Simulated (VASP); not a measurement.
Pt:

```
Pt
1.0
     0.00000    1.96090    1.96090
     1.96090    0.00000    1.96090
     1.96090    1.96090    0.00000
Pt
1
Cartesian
  0.0000 0.0000 0.0000
```

```yaml
Program: VASP 6.6.1
Task: relaxation of volume and atoms at fixed shape
Functional: r2SCAN
Potentials_or_basis: VASP PAW PBE potentials, release 64 (Pt)
Cutoff: 600 eV
k_mesh: 10 × 10 × 10
Occupations: fermi-dirac, width 0.1 eV
Spin: no spin polarisation
```

At the start: pressure 5.4 GPa; volume 15.08 Å³/atom.

Q: Where does the relaxation end?

A: Over 3 steps the energy falls by 4.7 meV/atom and the volume is 15.37 Å³/atom (+1.9 %); space group Fm-3m (No. 225, to 0.05 Å).

Step by step:
| step | energy change (eV) | largest force (eV/Å) | pressure (GPa) | volume (Å³) |
| --- | --- | --- | --- | --- |
| 1 | 0.0000 | 0.0000 | 5.38 | 15.08 |
| 2 | 0.0301 | 0.0000 | -12.38 | 16.21 |
| 3 | -0.0047 | 0.0000 | -0.09 | 15.37 |

Final structure:
```yaml
crystal:
  lattice:
    - [0.00000, 1.97352, 1.97352]
    - [1.97352, 0.00000, 1.97352]
    - [1.97352, 1.97352, 0.00000]
  atoms:
    - { symbol: Pt, position: [0.00000, 0.00000, 0.00000] }
```

Caveat: the PAW data sets were made with another functional, which shifts forces and pressure a little.
